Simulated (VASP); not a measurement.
A run of VASP 6.6.1 is set up as follows.

Contents of INCAR:

```
SYSTEM = NaI
PREC     = Accurate       ! precision mode
ENCUT    = 520            ! plane-wave cutoff, eV
EDIFF    = 1E-6           ! SCF threshold, eV
ISMEAR   = 0              ! smearing method
SIGMA    = 0.01           ! smearing width, eV
LREAL    = .FALSE.        ! projectors in reciprocal space
LASPH    = .TRUE.         ! aspherical terms in the spheres
NELM     = 80             ! most SCF steps
ALGO     = Normal         ! electronic algorithm
ISIF     = 2              ! what is computed and relaxed
LWAVE    = .FALSE.        ! write WAVECAR
LCHARG   = .FALSE.        ! write CHGCAR
GGA      = PS             ! functional
NBANDS   = 14             ! bands
```

Contents of KPOINTS:

```
regular mesh
0
G
  4 4 4
  0 0 0
```

Contents of POSCAR:

```
NaI
1.0
    0.0000000000      3.5431916648      3.5431916648
    3.5431916648      0.0000000000      3.5431916648
    3.5431916648      3.5431916648      0.0000000000
Na I
1 1
Direct
    0.0000000000      0.0000000000      0.0000000000
    0.2500000000      0.2500000000      0.2500000000
```

Potentials or basis: VASP PAW PBE potentials, release 64 (Na_pv, I).

Command:

```console
$ cat potpaw_PBE.64/Na_pv/POTCAR potpaw_PBE.64/I/POTCAR > POTCAR
$ mpirun -np 1 vasp_std > vasp.out
```

Q: What does it give for the band gap on the k mesh?

A: 3.72 eV, direct.

Q: What does it give for the pressure?

A: -0.1 GPa.

Caveat: the PAW data sets were made with another functional, which shifts forces and pressure a little; spin-orbit coupling is left out, which moves the levels of the heavy elements.
